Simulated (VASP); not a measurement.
Write the native input for VASP 6.6.1 that does the following.

- Task: single point
- Functional: PBE
- Potentials or basis: VASP PAW PBE potentials, release 64 (Ga_d, Sb)
- Cutoff: 520 eV
- k mesh: 14 × 14 × 14
- Occupations: gaussian, width 0.15 eV
- Spin: no spin polarisation
- Dipole correction: no
- Further INCAR settings: ALGO = Normal; EDIFF = 1e-06; NBANDS = 16

The structure of GaSb lies in POSCAR:

```
GaSb
1.0
    0.0000000000      3.0590000000      3.0590000000
    3.1966550000      0.0000000000      3.0590000000
    3.1966550000      3.0590000000      0.0000000000
Ga Sb
1 1
Direct
    0.0000000000      0.0000000000      0.0000000000
    0.7500000000      0.7500000000      0.7500000000
```

This cell differs from its parent crystal: strain +0.0450 x Voigt [1, 0, 0, 0, 0, 0].

The input as run:

INCAR

```
  ALGO = Normal
  EDIFF = 1E-6
  ENCUT = 520
  GGA = PE
  ISIF = 2
  ISMEAR = 0
  LASPH = T
  LCHARG = F
  LREAL = F
  LWAVE = F
  NBANDS = 16
  NELM = 60
  PREC = Accurate
  SIGMA = 0.15
```

KPOINTS

```
k-points
0
Gamma
  14 14 14
```

Potentials or basis: VASP PAW PBE potentials, release 64 (Ga_d, Sb).

Launch:

```bash
$ cat potpaw_PBE.64/Ga_d/POTCAR potpaw_PBE.64/Sb/POTCAR > POTCAR
$ mpirun -np 1 vasp_std > vasp.out
```

It gave:

```yaml
Pressure: 0.2 GPa
Band_gap_on_the_k_mesh: zero (filled and empty bands touch)
```

Caveat: the cell differs from its parent crystal (strain +0.0450 x Voigt [1, 0, 0, 0, 0, 0]); semilocal functionals underestimate gaps, so a narrow gap can read as zero; spin-orbit coupling is left out, which moves the levels of the heavy elements.

Wall time 2.1 min on 1 thread of AMD EPYC 9R45 96-Core Processor (Zen 5), with other jobs on the host, peak memory 0.35 GiB.
